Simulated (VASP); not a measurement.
# Ti (I4/mmm) in VASP: further runs, part 2 of 2

VASP 6.6.1. The steps go on from the part before.

### Step 3. Single point, PBEsol (uniaxial strain along c: -1.0 %)

The input, INCAR:

```
PREC     = Accurate       # precision mode
ENCUT    = 520            # plane-wave cutoff, eV
EDIFF    = 1E-6           # SCF threshold, eV
ISMEAR   = 0              # smearing method
SIGMA    = 0.1            # smearing width, eV
LREAL    = False          # projectors in reciprocal space
LASPH    = True           # aspherical terms in the spheres
NELM     = 100            # most SCF steps
ALGO     = Fast           # electronic algorithm
ISIF     = 2              # what is computed and relaxed
LWAVE    = False          # write WAVECAR
LCHARG   = False          # write CHGCAR
GGA      = PS             # functional
NBANDS   = 19             # bands
```

The input, KPOINTS:

```
Automatic mesh
0
Gamma
  16 16 16
```

The input, POSCAR:

```
Ti
1.0
    3.2182577061      0.0000000000      0.0000000000
    0.0000000000      3.2182577061      0.0000000000
    0.0000000000      0.0000000000      3.1781298045
Ti
2
Direct
    0.0000000000      0.0000000000      0.0000000000
    0.5000000000      0.5000000000      0.5000000000
```

Potentials or basis: VASP PAW PBE potentials, release 64 (Ti_sv).

Launch:

```sh
$ cat potpaw_PBE.64/Ti_sv/POTCAR > POTCAR
$ mpirun -np 1 vasp_std > vasp.out
```

OUTCAR:

```text
PREC = Accurate
   ENCUT = 520
   EDIFF = 1E-6
   ISMEAR = 0
   LREAL = False
   LASPH = True
   NELM = 100
   ISIF = 2
   GGA = PS

 ion  position               nearest neighbor table
   1  0.000  0.000  0.000-   2 2.78   2 2.78   2 2.78   2 2.78   2 2.78   2 2.78   2 2.78   2 2.78

   2  0.500  0.500  0.500-   1 2.78   1 2.78   1 2.78   1 2.78   1 2.78   1 2.78   1 2.78   1 2.78

  LATTYP: Found a simple tetragonal cell.
 ALAT       =     3.2182577061
 C/A-ratio  =     0.9875311721

  Lattice vectors:

 A1 = (   3.2182577061,   0.0000000000,   0.0000000000)
 A2 = (   0.0000000000,   3.2182577061,   0.0000000000)
 A3 = (   0.0000000000,   0.0000000000,   3.1781298045)

Analysis of symmetry for initial positions (statically):
=====================================================================
 Subroutine PRICEL returns following result:

  LATTYP: Found a body centered tetragonal cell.
 ALAT       =     3.2182577061
 C/A-ratio  =     0.9875311721

  Lattice vectors:

 A1 = (  -1.6091288531,  -1.6091288531,  -1.5890649022)
 A2 = (   1.6091288531,   1.6091288531,  -1.5890649023)
 A3 = (   1.6091288531,  -1.6091288531,   1.5890649022)

   2 primitive cells build up your supercell.

 Routine SETGRP: Setting up the symmetry group for a
 simple tetragonal supercell.

 Subroutine GETGRP returns: Found 16 space group operations
 (whereof 16 operations were pure point group operations)
 out of a pool of 16 trial point group operations.

The static configuration has the point symmetry D_4h.

Analysis of symmetry for dynamics (positions and initial velocities):
=====================================================================
 Subroutine PRICEL returns following result:

  LATTYP: Found a body centered tetragonal cell.
 ALAT       =     3.2182577061
 C/A-ratio  =     0.9875311721

  Lattice vectors:

[... 120 lines left out ...]
   TEBEG  =    0.0;   TEEND  =   0.0 temperature during run
   PSTRESS=    0.0 pullay stress
   NELECT =      24.0000    total number of electrons
   NUPDOWN=      -1.0000    fix difference up-down
   EMIN   =  10.00;   EMAX   =-10.00  energy-range for DOS
   EFERMI =   0.00;   METHOD = LEGACY
   ISMEAR =     0;   SIGMA  =   0.10  broadening in eV -4-tet -1-fermi 0-gaus
   EFERMI_NEDOS =   21; number of points for ismear=-14 and -15
   IALGO  =     68    algorithm
   IMIX   =      4    mixing-type and parameters
     AMIX     =   0.40;   BMIX     =  1.00
     AMIX_MAG =   1.60;   BMIX_MAG =  1.00
  volume/ion in A,a.u.               =      16.46       111.07
  Fermi-wavevector in a.u.,A,eV,Ry     =   1.473468  2.784452 29.539732  2.171109
  Thomas-Fermi vector in A             =   2.588358
   LORBIT       =      0    0 simple, 1 ext, 2 COOP (PROOUT), +10 PAW based schemes
   GGA     = PS    functional components
   LHFCALC =     F    Hartree Fock is set to
   AEXX    =    0.0000 exact exchange contribution
   IVDW    =     0    specifies the selected vdW correction
   LEPSILON=     F    determine dielectric tensor
   LRPA    =     F    only Hartree local field effects (RPA)
 non-spin polarized calculation
 RMM-DIIS sequential band-by-band and
 Gauss-broadening in eV      SIGMA  =   0.10
  energy-cutoff  :      520.00
  volume of cell :       32.92
 maximum number of plane-waves:       912
 NGX is ok and might be reduce to    24
   NGX = 11   NGY = 11   NGZ = 11

 number of electron      23.9999995 magnetization

 Free energy of the ion-electron system (eV)
  ---------------------------------------------------
  ext. energy  EPLUGINS =         0.00000000
  ---------------------------------------------------
  free energy    TOTEN  =       -16.48253373 eV

  energy without entropy =      -16.46191118  energy(sigma->0) =      -16.47222245

 E-fermi :   8.5232     XC(G=0): -11.8910

 val. band max:        8.5177402014   @ k =   0.2500   0.2500   0.4375
 cond. band min:       8.5234202778   @ k =   0.4375   0.1875   0.0625
 fundamental gap:      0.0056800765
 Fermi energy:         8.5231922415

 k-point     1 :       0.0000    0.0000    0.0000
  band No.  band energies     occupation
      1     -47.6680      2.00000
      2     -47.3863      2.00000
      3     -24.1078      2.00000
      4     -24.1078      2.00000
      5     -24.0880      2.00000
      6     -23.5493      2.00000
[... 505 lines left out ...]
      6     -23.8084      2.00000
[... 11 lines left out ...]
     18      11.5873      0.00000
     19      12.3541      0.00000

 [... further k-points ...]
[... 5 lines left out ...]
  --------------------------------------------------------------------------------------
  -------------------------------------------------------------------------------------
  Total        0.0180617      0.0180617     -0.0271179      0.0000000     -0.0000000      0.0000000
  in kB        0.8791355      0.8791355     -1.3199382      0.0000000     -0.0000000      0.0000000
  external PRESSURE =       0.1461109 kB  Pullay stress =       0.0000000 kB

 VOLUME and BASIS-vectors are now :
 -----------------------------------------------------------------------------
  energy-cutoff  :      520.00
  volume of cell :       32.92
      direct lattice vectors                 reciprocal lattice vectors
     3.218257706  0.000000000  0.000000000     0.310727136  0.000000000  0.000000000
     0.000000000  3.218257706  0.000000000     0.000000000  0.310727136  0.000000000
     0.000000000  0.000000000  3.178129805     0.000000000  0.000000000  0.314650458

 POSITION                                       TOTAL-FORCE (eV/Angst)
 -----------------------------------------------------------------------------------
      0.00000      0.00000      0.00000        -0.000000      0.000000      0.000000
      1.60913      1.60913      1.58906         0.000000     -0.000000     -0.000000
 -----------------------------------------------------------------------------------
    total drift:                                0.000000      0.000000     -0.000000

  FREE ENERGIE OF THE ION-ELECTRON SYSTEM (eV)
  ---------------------------------------------------
  free  energy   TOTEN  =       -16.4825337299 eV

  energy  without entropy=      -16.4619111793  energy(sigma->0) =      -16.47222245
```

OSZICAR:

```text
N       E                     dE             d eps       ncg     rms          rms(c)
DAV:   1     0.255212804531E+03    0.25521E+03   -0.12666E+04 15414   0.157E+03
DAV:   2     0.615835232465E+01   -0.24905E+03   -0.24491E+03 15787   0.437E+02
DAV:   3    -0.177874365152E+02   -0.23946E+02   -0.23515E+02 28315   0.119E+02
[... 28 lines left out ...]
RMM:  32    -0.164825295008E+02   -0.16370E-05   -0.19862E-05 14414   0.153E-02    0.126E-02
RMM:  33    -0.164825309827E+02   -0.14819E-05   -0.17742E-05 14147   0.140E-02    0.133E-02
RMM:  34    -0.164825320560E+02   -0.10734E-05   -0.13110E-05 13932   0.128E-02    0.139E-02
RMM:  35    -0.164825329881E+02   -0.93205E-06   -0.11366E-05 13631   0.118E-02    0.144E-02
RMM:  36    -0.164825337299E+02   -0.74178E-06   -0.90197E-06 13450   0.109E-02
   1 F= -.16482534E+02 E0= -.16472222E+02  d E =-.206226E-01
```

stdout:

```text
POSCAR found type information on POSCAR Ti
 POSCAR found :  1 types and       2 ions
 scaLAPACK will be used
 -----------------------------------------------------------------------------
|                                                                             |
|                                                                             |
|     You enforced a specific xc type in the INCAR file but a different       |
[... 30 lines left out ...]
WARNING in EDDRMM: call to ZHEGV failed, returncode =   6  3      5
WARNING in EDDRMM: call to ZHEGV failed, returncode =   6  3      5
WARNING in EDDRMM: call to ZHEGV failed, returncode =   8  4     10
WARNING in EDDRMM: call to ZHEGV failed, returncode =   8  4     18
WARNING in EDDRMM: call to ZHEGV failed, returncode =   8  4      7
WARNING in EDDRMM: call to ZHEGV failed, returncode =   6  3      9
WARNING in EDDRMM: call to ZHEGV failed, returncode =   8  4     10
```

Wall time 5.9 min (1 thread of AMD EPYC 7R13 (Zen 3), shared host); peak memory 0.27 GiB.

What came out:

```
Free energy            : -16.4825 eV
Pressure               : 0.0 GPa
Band gap on the k mesh : zero (bands 12 and 13 overlap by 1.63 eV)
```

Levels at points of the mesh, in eV from the Fermi level:
| k point | band 9 | band 10 | band 11 | band 12 | band 13 | band 14 | band 15 | band 16 |
| --- | --- | --- | --- | --- | --- | --- | --- | --- |
| (0.00, 0.00, 0.00) | -6.06 | -2.31 | -2.27 | 0.97 | 1.07 | 1.07 | 2.87 | 2.98 |
| (0.50, 0.00, 0.00) | -2.66 | -2.66 | -0.02 | -0.02 | 1.34 | 1.34 | 1.43 | 1.43 |
| (0.50, 0.50, 0.00) | -2.59 | -2.59 | -0.38 | -0.38 | 1.27 | 1.27 | 2.85 | 2.85 |
| (0.00, 0.00, 0.50) | -2.59 | -2.59 | 0.02 | 0.02 | 1.32 | 1.32 | 1.32 | 1.32 |
| (0.50, 0.00, 0.50) | -2.59 | -2.59 | -0.50 | -0.50 | 1.36 | 1.36 | 2.95 | 2.95 |
| (0.50, 0.50, 0.50) | -0.64 | -0.64 | -0.64 | -0.64 | -0.59 | -0.59 | 3.34 | 3.34 |

Caveat: the cell differs from its parent crystal (uniaxial strain along c: -1.0 %); the PAW data sets were made with another functional, which shifts forces and pressure a little.

### Step 4. Single point, PBEsol (uniaxial strain along c: +2.0 %, then relaxed in part)

The input, INCAR:

```
  ALGO = Fast
  EDIFF = 1E-7
  ENCUT = 520
  GGA = PS
  ISIF = 2
  ISMEAR = 0
  LASPH = True
  LCHARG = False
  LREAL = False
  LWAVE = False
  NBANDS = 19
  NELM = 60
  PREC = Accurate
  SIGMA = 0.1
```

The input, KPOINTS:

```
k-points
0
Gamma
  16 16 16
```

The input, POSCAR:

```
Ti
1.0
    3.1759047261      0.0000000000      0.0000000000
    0.0000000000      3.1759047261      0.0000000000
    0.0000000000      0.0000000000      3.2744367683
Ti
2
Direct
    0.0000000000      0.0000000000      0.0000000000
    0.5000000000      0.5000000000      0.5000000000
```

Launch:

```sh
$ cat potpaw_PBE.64/Ti_sv/POTCAR > POTCAR
$ mpirun -np 1 vasp_std > vasp.out
```

It took 7.8 min on 1 thread of AMD EPYC 7R13 (Zen 3), shared host; peak memory 0.28 GiB.

It converged, with:

| Item | Value |
| --- | --- |
| Free energy | -16.4835 eV |
| Pressure | -0.4 GPa |
| Band gap on the k mesh | zero (bands 12 and 13 overlap by 1.61 eV) |

Stress tensor (GPa, compression positive):
```
-0.52  0.00  0.00
 0.00 -0.52  0.00
 0.00  0.00 -0.08
```

Levels at points of the mesh, in eV from the Fermi level:
| k point | band 9 | band 10 | band 11 | band 12 | band 13 | band 14 | band 15 | band 16 |
| --- | --- | --- | --- | --- | --- | --- | --- | --- |
| (0.00, 0.00, 0.00) | -6.06 | -2.32 | -2.23 | 0.96 | 0.96 | 1.18 | 2.77 | 3.04 |
| (0.50, 0.00, 0.00) | -2.59 | -2.59 | 0.02 | 0.02 | 1.21 | 1.21 | 1.41 | 1.41 |
| (0.50, 0.50, 0.00) | -2.59 | -2.59 | -0.64 | -0.64 | 1.46 | 1.46 | 3.08 | 3.08 |
| (0.00, 0.00, 0.50) | -2.75 | -2.75 | -0.06 | -0.06 | 1.45 | 1.45 | 1.45 | 1.45 |
| (0.50, 0.00, 0.50) | -2.58 | -2.58 | -0.36 | -0.36 | 1.24 | 1.24 | 2.78 | 2.78 |
| (0.50, 0.50, 0.50) | -0.71 | -0.71 | -0.59 | -0.59 | -0.59 | -0.59 | 3.28 | 3.28 |

Caveat: the cell differs from its parent crystal (uniaxial strain along c: +2.0 %, then relaxed in part); the PAW data sets were made with another functional, which shifts forces and pressure a little.

### Step 5. The runs side by side

```csv
cell,further INCAR settings,gap on the mesh (eV),pressure (GPa)
"a = 3.226, b = 3.226, c = 3.146 Å, 2 atoms",ALGO = Fast; EDIFF = 1e-06; NBANDS = 19,none,0.8
"a = 3.218, b = 3.218, c = 3.178 Å, 2 atoms",ALGO = Fast; EDIFF = 1e-06; NBANDS = 19,none,0.0
"a = 3.176, b = 3.176, c = 3.274 Å, 2 atoms",ALGO = Fast; EDIFF = 1e-07; NBANDS = 19,none,-0.4
```

Alike in all rows: task single point; level PBEsol; potentials or basis VASP PAW PBE potentials, release 64 (Ti_sv); no spin polarisation; k mesh 16 × 16 × 16; cutoff (eV) 520; smearing gaussian 0.1 eV.

Caveats: the PAW data sets were made with another functional, which shifts forces and pressure a little.

Total energies depend on the potentials used, so only differences within one code and one set of settings carry meaning.
